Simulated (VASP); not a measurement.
# Si2Ni (I4/mmm) in VASP: further runs

The runs below take Si2Ni through single point, with PBEsol.

Everything below comes from runs of VASP 6.6.1. Logs are shortened: lines on timing, memory, paths and dates and some standing lists are left out, and cuts for length are marked.

## (1) The cell of the first run

It takes space group I4/mmm (No. 139, tetragonal). The conventional cell has a = 3.584 Å, b = 3.584 Å, c = 5.585 Å, α = 90.00°, β = 90.00°, γ = 90.00°. Si (site symmetry -4m2) has 4 Ni at 2.27 Å and 6 Si at 2.53 to 2.79 Å within 3.0 Å. Within 3.0 Å of Ni (site symmetry 4/mmm) lie 8 Si at 2.27 Å.

## (2) Single point, PBEsol (biaxial strain in the a-b plane: -6.0 %)

INCAR

```
SYSTEM = Si2Ni
PREC = Accurate
ENCUT = 520
EDIFF = 1E-7
ISMEAR = 0
SIGMA = 0.1
LREAL = .FALSE.
LASPH = .TRUE.
NELM = 80
ALGO = Normal
ISIF = 2
LWAVE = .FALSE.
LCHARG = .FALSE.
GGA = PS
NBANDS = 27
```

KPOINTS

```
regular mesh
0
G
  10 10 8
  0 0 0
```

POSCAR

```
Si2Ni
1.0
    2.5339529400      2.5339529400      0.0000000000
   -2.5339529400      2.5339529400      0.0000000000
    0.0000000000      0.0000000000      5.5854792465
Si Ni
4 2
Direct
    0.0000000000      0.5000000000      0.7500000000
    0.5000000000      0.0000000000      0.7500000000
    0.5000000000      0.0000000000      0.2500000000
    0.0000000000      0.5000000000      0.2500000000
    0.0000000000      0.0000000000      0.0000000000
    0.5000000000      0.5000000000      0.5000000000
```

Potentials or basis: VASP PAW PBE potentials, release 64 (Si, Ni).

Started as:

```sh
cat potpaw_PBE.64/Si/POTCAR potpaw_PBE.64/Ni/POTCAR > POTCAR
mpirun -np 1 vasp_std > vasp.out
```

OUTCAR:

```text
SYSTEM = Si2Ni
   PREC = Accurate
   ENCUT = 520
   EDIFF = 1E-7
   ISMEAR = 0
   LREAL = .FALSE.
   LASPH = .TRUE.
   NELM = 80
   ISIF = 2
   GGA = PS

 ion  position               nearest neighbor table
   1  0.000  0.500  0.750-   5 2.27   6 2.27   5 2.27   6 2.27   2 2.53   2 2.53   2 2.53   2 2.53
                             4 2.79   4 2.79
   2  0.500  0.000  0.750-   5 2.27   6 2.27   6 2.27   5 2.27   1 2.53   1 2.53   1 2.53   1 2.53
                             3 2.79   3 2.79
   3  0.500  0.000  0.250-   5 2.27   6 2.27   6 2.27   5 2.27   4 2.53   4 2.53   4 2.53   4 2.53
                             2 2.79   2 2.79
   4  0.000  0.500  0.250-   5 2.27   6 2.27   5 2.27   6 2.27   3 2.53   3 2.53   3 2.53   3 2.53
                             1 2.79   1 2.79
   5  0.000  0.000  0.000-   1 2.27   2 2.27   3 2.27   4 2.27   1 2.27   4 2.27   2 2.27   3 2.27

   6  0.500  0.500  0.500-   1 2.27   2 2.27   3 2.27   4 2.27   2 2.27   3 2.27   1 2.27   4 2.27

  LATTYP: Found a simple tetragonal cell.
 ALAT       =     3.5835506142
 C/A-ratio  =     1.5586438836

  Lattice vectors:

 A1 = (   2.5339529400,   2.5339529400,   0.0000000000)
 A2 = (  -2.5339529400,   2.5339529400,   0.0000000000)
 A3 = (   0.0000000000,   0.0000000000,   5.5854792465)

Analysis of symmetry for initial positions (statically):
=====================================================================
 Subroutine PRICEL returns following result:

  LATTYP: Found a body centered tetragonal cell.
 ALAT       =     3.5835506142
 C/A-ratio  =     1.5586438836

  Lattice vectors:

 A1 = (   2.5339529400,   0.0000000000,  -2.7927396233)
 A2 = (  -2.5339529400,   0.0000000000,  -2.7927396232)
 A3 = (   0.0000000000,   2.5339529400,   2.7927396232)

   2 primitive cells build up your supercell.

 Routine SETGRP: Setting up the symmetry group for a
 simple tetragonal supercell.

 Subroutine GETGRP returns: Found 16 space group operations
 (whereof 16 operations were pure point group operations)
 out of a pool of 16 trial point group operations.

The static configuration has the point symmetry D_4h.

Analysis of symmetry for dynamics (positions and initial velocities):
=====================================================================
 Subroutine PRICEL returns following result:

  LATTYP: Found a body centered tetragonal cell.
 ALAT       =     3.5835506142
 C/A-ratio  =     1.5586438836

  Lattice vectors:

 A1 = (   2.5339529400,   0.0000000000,  -2.7927396233)
 A2 = (  -2.5339529400,   0.0000000000,  -2.7927396232)
 A3 = (   0.0000000000,   2.5339529400,   2.7927396232)

   2 primitive cells build up your supercell.

 Routine SETGRP: Setting up the symmetry group for a
 simple tetragonal supercell.

 Subroutine GETGRP returns: Found 16 space group operations
 (whereof 16 operations were pure point group operations)
 out of a pool of 16 trial point group operations.

The dynamic configuration has the point symmetry D_4h.

 Subroutine INISYM returns: Found 16 space group operations
 (whereof 16 operations are pure point group operations),
 and found     2 'primitive' translations

----------------------------------------------------------------------------------------

                                     Primitive cell

  volume of cell :      35.8639

  direct lattice vectors                    reciprocal lattice vectors
     2.533952940  0.000000000 -2.792739623     0.197320160  0.197320160 -0.179035667
    -2.533952940  0.000000000 -2.792739623    -0.197320160  0.197320160 -0.179035667
     0.000000000  2.533952940  2.792739623     0.000000000  0.394640320  0.000000000

  length of vectors
     3.770982910  3.770982910  3.770982910     0.331548279  0.331548279  0.394640320

  position of ions in fractional coordinates (direct lattice)
     0.250000000  0.750000000  0.500000000
     0.750000000  0.250000000  0.500000000
     0.000000000  0.000000000  0.000000000

  ion indices of the primitive-cell ions
   primitive index   ion index
                 1           1
                 2           4
                 3           5

----------------------------------------------------------------------------------------

 KPOINTS: regular mesh

Automatic generation of k-mesh.
 Grid dimensions read from file:
 generate k-points for:   10   10    8

 Generating k-lattice:

  Cartesian coordinates                     Fractional coordinates (reciprocal lattice)
     0.019732016  0.019732016  0.000000000     0.100000000  0.000000000  0.000000000
    -0.019732016  0.019732016  0.000000000     0.000000000  0.100000000  0.000000000
     0.000000000  0.000000000  0.022379458     0.000000000  0.000000000  0.125000000

  Length of vectors
     0.027905285  0.027905285  0.022379458

  Shift w.r.t. Gamma in fractional coordinates (k-lattice)
     0.000000000  0.000000000  0.000000000

 Subroutine IBZKPT returns following result:
 ===========================================

 Found    105 irreducible k-points:

 Following reciprocal coordinates:
            Coordinates               Weight
  0.000000  0.000000  0.000000      1.000000
  0.100000  0.000000  0.000000      4.000000
  0.200000  0.000000  0.000000      4.000000
  0.300000  0.000000  0.000000      4.000000
  0.400000  0.000000  0.000000      4.000000
  0.500000  0.000000  0.000000      2.000000
[... 16 lines left out ...]
  0.100000  0.000000  0.125000      8.000000
  0.200000  0.000000  0.125000      8.000000
 [... further k-points ...]
   k-points           NKPTS =    105   k-points in BZ     NKDIM =    105   number of bands    NBANDS=     27
   number of dos      NEDOS =    301   number of ions     NIONS =      6
   total plane-waves  NPLWV =  32928
   dimension x,y,z NGX =    28 NGY =   28 NGZ =   42
   dimension x,y,z NGXF=    56 NGYF=   56 NGZF=   84
   ions per type =               4   2
   NGX,Y,Z   is equivalent  to a cutoff of  12.99, 12.99, 12.50 a.u.
   NGXF,Y,Z  is equivalent  to a cutoff of  25.98, 25.98, 25.00 a.u.
 SYSTEM =  Si2Ni
   PREC   = accura    normal or accurate (medium, high low for compatibility)
   ISTART =      0    job   : 0-new  1-cont  2-samecut
   ICHARG =      2    charge: 1-file 2-atom 10-const
   ISPIN  =      1    spin polarized calculation?
   LNONCOLLINEAR =      F non collinear calculations
   LSORBIT =      F    spin-orbit coupling
   LASPH  =      T    aspherical Exc in radial PAW
   ENCUT  =  520.0 eV  38.22 Ry    6.18 a.u.   6.66  6.66 10.39*2*pi/ulx,y,z
   NELM   =     80;   NELMIN=  2; NELMDL= -5     # of ELM steps
   EDIFF  = 0.1E-06   stopping-criterion for ELM
   LREAL  =      F    real-space projection
   EDIFFG = 0.1E-05   stopping-criterion for IOM
   NSW    =      0    number of steps for IOM
   IBRION =     -1    ionic relax: 0-MD 1-quasi-New 2-CG
   NFREE  =      0    steps in history (QN), initial steepest desc. (CG)
   ISIF   =      2    stress and relaxation
   ISYM   =      2    0-nonsym 1-usesym 2-fastsym
   POTIM  = 0.5000    time-step for ionic-motion
   TEBEG  =    0.0;   TEEND  =   0.0 temperature during run
   PSTRESS=    0.0 pullay stress
   NELECT =      36.0000    total number of electrons
   NUPDOWN=      -1.0000    fix difference up-down
   EMIN   =  10.00;   EMAX   =-10.00  energy-range for DOS
   EFERMI =   0.00;   METHOD = LEGACY
   ISMEAR =     0;   SIGMA  =   0.10  broadening in eV -4-tet -1-fermi 0-gaus
   EFERMI_NEDOS =   21; number of points for ismear=-14 and -15
   IALGO  =     38    algorithm
   IMIX   =      4    mixing-type and parameters
     AMIX     =   0.40;   BMIX     =  1.00
     AMIX_MAG =   1.60;   BMIX_MAG =  1.00
  volume/ion in A,a.u.               =      11.95        80.67
  Fermi-wavevector in a.u.,A,eV,Ry     =   1.301008  2.458548 23.029503  1.692621
  Thomas-Fermi vector in A             =   2.432169
   LORBIT       =      0    0 simple, 1 ext, 2 COOP (PROOUT), +10 PAW based schemes
   GGA     = PS    functional components
   LHFCALC =     F    Hartree Fock is set to
   AEXX    =    0.0000 exact exchange contribution
   IVDW    =     0    specifies the selected vdW correction
   LEPSILON=     F    determine dielectric tensor
   LRPA    =     F    only Hartree local field effects (RPA)
 non-spin polarized calculation
 Gauss-broadening in eV      SIGMA  =   0.10
  energy-cutoff  :      520.00
  volume of cell :       71.73
 maximum number of plane-waves:      1952
 NGX is ok and might be reduce to    28
   NGX = 13   NGY = 13   NGZ = 21

 number of electron      36.0000018 magnetization

 Free energy of the ion-electron system (eV)
  ---------------------------------------------------
  ext. energy  EPLUGINS =         0.00000000
  ---------------------------------------------------
  free energy    TOTEN  =       -37.53038027 eV

  energy without entropy =      -37.52308032  energy(sigma->0) =      -37.52673029

 E-fermi :  11.8383     XC(G=0): -12.1477

 val. band max:       11.8265181652   @ k =   0.2000   0.2000   0.2500
 cond. band min:      11.8596686604   @ k =   0.5000   0.3000   0.2500
 fundamental gap:      0.0331504952
 Fermi energy:        11.8382872996

 k-point     1 :       0.0000    0.0000    0.0000
  band No.  band energies     occupation
      1      -2.9977      2.00000
      2       0.4810      2.00000
      3       2.9258      2.00000
      4       4.7296      2.00000
      5       5.8975      2.00000
      6       5.8975      2.00000
[... 19 lines left out ...]
     26      18.0275      0.00000
     27      18.0408      0.00000

 k-point     2 :       0.1000    0.0000    0.0000
  band No.  band energies     occupation
      1      -2.8838      2.00000
      2       0.5731      2.00000
      3       3.0348      2.00000
      4       4.4218      2.00000
      5       5.6925      2.00000
      6       5.9473      2.00000
[... 19 lines left out ...]
     26      16.8881      0.00000
     27      17.2063      0.00000

 k-point     3 :       0.2000    0.0000    0.0000
  band No.  band energies     occupation
      1      -2.5436      2.00000
      2       0.8470      2.00000
      3       3.2689      2.00000
      4       3.5564      2.00000
      5       5.1346      2.00000
      6       6.0911      2.00000
[... 19 lines left out ...]
     26      16.7719      0.00000
     27      17.1166      0.00000

 k-point     4 :       0.3000    0.0000    0.0000
  band No.  band energies     occupation
      1      -1.9821      2.00000
      2       1.2956      2.00000
      3       2.1639      2.00000
      4       3.9188      2.00000
      5       4.3546      2.00000
      6       6.1282      2.00000
[... 19 lines left out ...]
     26      17.1454      0.00000
     27      17.5032      0.00000

 k-point     5 :       0.4000    0.0000    0.0000
  band No.  band energies     occupation
      1      -1.2086      2.00000
      2       0.9036      2.00000
      3       1.9051      2.00000
      4       3.4908      2.00000
      5       4.5827      2.00000
      6       5.8298      2.00000
[... 19 lines left out ...]
     26      17.1727      0.00000
     27      18.1926      0.00000

 k-point     6 :       0.5000    0.0000    0.0000
  band No.  band energies     occupation
      1      -0.2381      2.00000
      2      -0.2381      2.00000
      3       2.6509      2.00000
      4       2.6509      2.00000
      5       5.2792      2.00000
      6       5.2792      2.00000
[... 444 lines left out ...]
      1       1.9329      2.00000
      2       1.9329      2.00000
      3       2.9963      2.00000
      4       2.9963      2.00000
      5       3.7124      2.00000
      6       3.7124      2.00000
[... 19 lines left out ...]
     26      19.3786      0.00000
     27      21.0419      0.00000

 k-point    22 :       0.0000    0.0000    0.1250
  band No.  band energies     occupation
      1      -2.9259      2.00000
      2       0.1207      2.00000
      3       3.3782      2.00000
      4       4.7746      2.00000
      5       5.9164      2.00000
      6       5.9164      2.00000
[... 19 lines left out ...]
     26      18.1159      0.00000
     27      18.1159      0.00000

 k-point    23 :       0.1000    0.0000    0.1250
  band No.  band energies     occupation
      1      -2.8122      2.00000
      2       0.2174      2.00000
      3       3.4807      2.00000
      4       4.4652      2.00000
      5       5.6525      2.00000
      6       5.9645      2.00000
[... 19 lines left out ...]
     26      16.9473      0.00000
     27      17.4480      0.00000

 k-point    24 :       0.2000    0.0000    0.1250
  band No.  band energies     occupation
      1      -2.4729      2.00000
      2       0.5044      2.00000
      3       3.4818      2.00000
      4       3.8166      2.00000
      5       5.0416      2.00000
      6       6.1027      2.00000
[... 19 lines left out ...]
     26      16.7983      0.00000
     27      17.0149      0.00000

 [... further k-points ...]

------------------------ aborting loop because EDIFF is reached ----------------------------------------

  FORCE on cell =-STRESS in cart. coord.  units (eV):
  Direction    XX          YY          ZZ          XY          YZ          ZX
  --------------------------------------------------------------------------------------
  -------------------------------------------------------------------------------------
  Total        9.1673697      9.1673697      5.0352758      0.0000000      0.0000000      0.0000000
  in kB      204.7706936    204.7706936    112.4724920      0.0000000      0.0000000      0.0000000
  external PRESSURE =     174.0046264 kB  Pullay stress =       0.0000000 kB

 VOLUME and BASIS-vectors are now :
 -----------------------------------------------------------------------------
  energy-cutoff  :      520.00
  volume of cell :       71.73
      direct lattice vectors                 reciprocal lattice vectors
     2.533952940  2.533952940  0.000000000     0.197320160  0.197320160  0.000000000
    -2.533952940  2.533952940  0.000000000    -0.197320160  0.197320160  0.000000000
     0.000000000  0.000000000  5.585479247     0.000000000  0.000000000  0.179035667

 POSITION                                       TOTAL-FORCE (eV/Angst)
 -----------------------------------------------------------------------------------
     -1.26698      1.26698      4.18911         0.000000     -0.000000     -0.000000
      1.26698      1.26698      4.18911         0.000000     -0.000000     -0.000000
      1.26698      1.26698      1.39637         0.000000     -0.000000      0.000000
     -1.26698      1.26698      1.39637         0.000000     -0.000000      0.000000
      0.00000      0.00000      0.00000        -0.000000      0.000000     -0.000000
      0.00000      2.53395      2.79274        -0.000000      0.000000      0.000000
 -----------------------------------------------------------------------------------
    total drift:                               -0.000000      0.000000      0.000000

  FREE ENERGIE OF THE ION-ELECTRON SYSTEM (eV)
  ---------------------------------------------------
  free  energy   TOTEN  =       -37.5303802664 eV

  energy  without entropy=      -37.5230803160  energy(sigma->0) =      -37.52673029
```

It took 2.6 min on 1 thread of Intel Xeon Platinum 8259CL at 2.50GHz (Skylake/Cascade Lake), shared host; peak memory 0.29 GiB.

Results:

| Quantity | Value |
| --- | --- |
| Free energy | -37.5304 eV |
| Pressure | 17.4 GPa |
| Band gap on the k mesh | zero (band 18 reaches 13.06 eV, above the bottom of band 19 at 11.30 eV) |

Stress tensor (GPa, compression positive):
```
20.48  0.00  0.00
 0.00 20.48  0.00
 0.00  0.00 11.25
```

Levels at points of the mesh, in eV from the Fermi level:
```csv
k point,band 16,band 17,band 18,band 19,band 20,band 21
"(0.00, 0.00, 0.00)",0.30,0.61,1.23,1.42,1.42,1.47
"(0.50, 0.00, 0.00)",-3.46,-0.97,-0.97,1.76,1.76,2.53
"(0.50, 0.50, 0.00)",-3.90,-3.46,-3.46,-0.54,-0.54,0.99
"(0.00, 0.00, 0.50)",-1.95,-1.95,-1.95,0.36,0.36,1.72
"(0.50, 0.00, 0.50)",-2.20,-1.29,-1.29,1.36,1.36,1.97
"(0.50, 0.50, 0.50)",-3.46,-2.99,-2.99,1.93,1.93,1.93
```

Caveat: the cell differs from its parent crystal (biaxial strain in the a-b plane: -6.0 %); the PAW data sets were made with another functional, which shifts forces and pressure a little.

## (3) Single point, PBEsol (biaxial strain in the a-b plane: -6.0 %, then relaxed in part)

INCAR

```
SYSTEM = Si2Ni
PREC = Accurate
ENCUT = 520
EDIFF = 1E-7
ISMEAR = 0
SIGMA = 0.1
LREAL = .FALSE.
LASPH = .TRUE.
NELM = 100
ALGO = Normal
ISIF = 2
LWAVE = .FALSE.
LCHARG = .TRUE.
GGA = PS
LELF = .TRUE.
LVHAR = .TRUE.
NBANDS = 27
```

KPOINTS is that of step 2.

Edit POSCAR of step 2 so:

```diff
@@ -4,3 +4,3 @@
    -2.5339529400      2.5339529400      0.0000000000
-    0.0000000000      0.0000000000      5.5854792465
+    0.0000000000      0.0000000000      5.8392404264
 Si Ni
```

Potentials or basis: VASP PAW PBE potentials, release 64 (Si, Ni).

Started as:

```sh
cat potpaw_PBE.64/Si/POTCAR potpaw_PBE.64/Ni/POTCAR > POTCAR
mpirun -np 1 vasp_std > vasp.out
```

Wall time 2.7 min (1 thread of Intel Xeon Platinum 8259CL at 2.50GHz (Skylake/Cascade Lake), shared host); peak memory 0.3 GiB.

The run converged. Its results:

```yaml
Free_energy: -37.6443 eV
Pressure: 8.6 GPa
Band_gap_on_the_k_mesh: zero (band 18 reaches 12.32 eV, above the bottom of band 19 at 10.46 eV)
```

Stress tensor (GPa, compression positive):
```
12.77  0.00  0.00
 0.00 12.77  0.00
 0.00  0.00  0.26
```

Levels at points of the mesh, in eV from the Fermi level:
| k point | band 14 | band 15 | band 16 | band 17 | band 18 | band 19 | band 20 | band 21 | band 22 | band 23 |
| --- | --- | --- | --- | --- | --- | --- | --- | --- | --- | --- |
| (0.00, 0.00, 0.00) | -3.46 | -3.18 | 0.37 | 0.49 | 0.72 | 1.24 | 1.24 | 1.75 | 2.43 | 2.78 |
| (0.50, 0.00, 0.00) | -3.31 | -3.29 | -3.29 | -0.66 | -0.66 | 2.08 | 2.08 | 2.39 | 2.39 | 4.00 |
| (0.50, 0.50, 0.00) | -3.69 | -3.45 | -3.45 | -3.04 | -3.04 | -0.62 | -0.62 | 1.11 | 1.11 | 6.67 |
| (0.00, 0.00, 0.50) | -2.85 | -1.70 | -1.70 | -1.70 | -1.70 | 0.45 | 0.45 | 1.89 | 1.89 | 5.31 |
| (0.50, 0.00, 0.50) | -3.30 | -2.26 | -2.26 | -0.96 | -0.96 | 1.09 | 1.09 | 2.02 | 2.02 | 2.26 |
| (0.50, 0.50, 0.50) | -3.45 | -3.05 | -3.05 | -2.82 | -2.82 | 1.72 | 1.72 | 1.72 | 1.72 | 3.60 |

Caveat: the cell differs from its parent crystal (biaxial strain in the a-b plane: -6.0 %, then relaxed in part); the PAW data sets were made with another functional, which shifts forces and pressure a little. Spin polarisation is off, so any magnetic state and its effect on volume and gap are missing.
